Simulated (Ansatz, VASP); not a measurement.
## Two plane-wave programs on Hg4Te5

```
Te Hg
1.0
     4.60452    0.00000    0.00000
     0.00000    4.60452    0.00000
     0.00000    0.00000   28.02355
Te Hg
5 4
Direct
  0.50000 0.00000 0.26763
  0.00000 0.50000 0.38382
  0.50000 0.00000 0.50000
  0.00000 0.50000 0.61618
  0.50000 0.00000 0.73237
  0.50000 0.50000 0.32572
  0.00000 0.00000 0.44191
  0.50000 0.50000 0.55809
  0.00000 0.00000 0.67428
```

Alike in both runs: task single point; functional PBEsol; k mesh 8 × 8 × 1; occupations gaussian, width 0.1 eV; no spin polarisation.

|  | VASP | Ansatz |
| --- | --- | --- |
| version | VASP 6.6.1 | Ansatz 0.2.0 |
| potentials or method | VASP PAW PBE potentials, release 64 (Te, Hg), cutoff 520 eV | scalar-relativistic, plane waves, PAW |
| valence electrons in the cell | 78 | 160 |

```tsv
	VASP	Ansatz	Ansatz less VASP
gap on the k mesh at the Fermi level (eV)	none	none	-
rms of the force components (eV/Å)	0.181	0.184	+0.0031
work function, face that differs most (eV)	5.74	5.74	-0.002
```

VASP's potentials were made for PBE, not for PBEsol. A gap of «none» marks a metal or a gap that the smearing closes. VASP's potentials hold 78 valence electrons a cell and Ansatz's 160, so a difference there can come from the potentials and not from the codes. Ansatz's warnings: xc potential rough in thin density.

Neither program's run includes spin-orbit coupling.
